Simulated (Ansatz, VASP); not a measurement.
**In2O3 in VASP and in Ansatz**

```
In O
1.0
     2.74350    1.58396    4.83667
    -2.74350    1.58396    4.83667
     0.00000   -3.16792    4.83667
In O
4 6
Direct
  0.35792 0.35792 0.35792
  0.14208 0.14208 0.14208
  0.64208 0.64208 0.64208
  0.85792 0.85792 0.85792
  0.54592 0.95408 0.25000
  0.25000 0.54592 0.95408
  0.95408 0.25000 0.54592
  0.45408 0.04592 0.75000
  0.75000 0.45408 0.04592
  0.04592 0.75000 0.45408
```

Alike in both runs: task electric field gradients; functional PBEsol; k mesh 7 × 7 × 7; occupations fermi-dirac, width 0.02 eV; no spin polarisation.

```csv
,VASP,Ansatz
version,VASP 6.6.1,Ansatz 0.2.0
potentials or method,"VASP PAW PBE potentials, release 64 (In_d, O)","plane-wave PAW, scalar-relativistic"
plane-wave cutoff (eV),520,420
valence electrons in the cell,88,88
```

Ansatz gave:

* gap on the k mesh at the Fermi level (eV): 1.19
* pressure (GPa): 1.9
* traceless stress, the component that is largest in VASP (GPa): -0.81
* rms of the force components (eV/Å): 0.037
* size of Vzz on the site where it differs most (V/Å²): 48.1

Problem. What did VASP give for the same quantities?

Solution. gap on the k mesh at the Fermi level (eV): 1.18; pressure (GPa): 2.5; traceless stress, the component that is largest in VASP (GPa): -0.92; rms of the force components (eV/Å): 0.040; size of Vzz on the site where it differs most (V/Å²): 46.1.

VASP's potentials were made for PBE, not for PBEsol. Atom by atom the forces differ by 0.004 eV/Å (rms over components). With one functional, cell and mesh, what is left measures potentials, basis and numerics.
